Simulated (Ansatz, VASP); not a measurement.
# Two plane-wave programs on CsI

File INCAR:

```
PREC = Accurate
ENCUT = 500
EDIFF = 1E-6
ISMEAR = 0
SIGMA = 0.05
LREAL = False
LASPH = True
NELM = 120
ALGO = Normal
ISIF = 2
LWAVE = False
LCHARG = False
GGA = PE
NBANDS = 15
GGA_COMPAT = False
```

The input KPOINTS:

```
Automatic mesh
0
Gamma
  8 8 8
```

POSCAR

```
CsI
1.0
    4.7718825743      0.0000000000      0.0000000000
    0.0000000000      4.7718825743      0.0000000000
    0.0000000000      0.0000000000      4.7718825743
Cs I
1 1
Direct
    0.0000000000      0.0000000000      0.0000000000
    0.5000000000      0.5000000000      0.5000000000
```

Input for Ansatz:

```yaml
crystal:
  lattice:
    - [4.7718825743, 0.0, 0.0]
    - [0.0, 4.7718825743, 0.0]
    - [0.0, 0.0, 4.7718825743]
  atoms:
    - { symbol: Cs, position: [0.0, 0.0, 0.0] }
    - { symbol: I, position: [0.5, 0.5, 0.5] }
basis:
  ecutwfc: 420
  ecutrho_ratio: 4
kpoints:
  mp_grid: { grid: [8, 8, 8] }
hamiltonian:
  xc: pbe
scf:
  occupations: { method: gaussian, width: 0.05 }
output:
  forces: true
  stress: true
  eigenvalues: true
```

Alike in both runs: task single point; functional PBE; k mesh 8 × 8 × 8; occupations gaussian, width 0.05 eV; no spin polarisation.

|  | VASP | Ansatz |
| --- | --- | --- |
| version | VASP 6.6.1 | Ansatz 0.2.0 |
| potentials or method | VASP PAW PBE potentials, release 64 (Cs_sv, I), cutoff 500 eV | scalar-relativistic, plane waves, PAW |
| valence electrons in the cell | 16 | 26 |

VASP gave:

- gap on the k mesh at the Fermi level (eV): 3.49
- least direct gap on the mesh (eV): 3.59
- pressure (GPa): -0.5

Problem. Which values does Ansatz return?

Solution. gap on the k mesh at the Fermi level (eV): 3.50; least direct gap on the mesh (eV): 3.60; pressure (GPa): -0.6.

VASP's potentials hold 16 valence electrons a cell and Ansatz's 26, so a difference there can come from the potentials and not from the codes.

Neither program's run includes spin-orbit coupling.
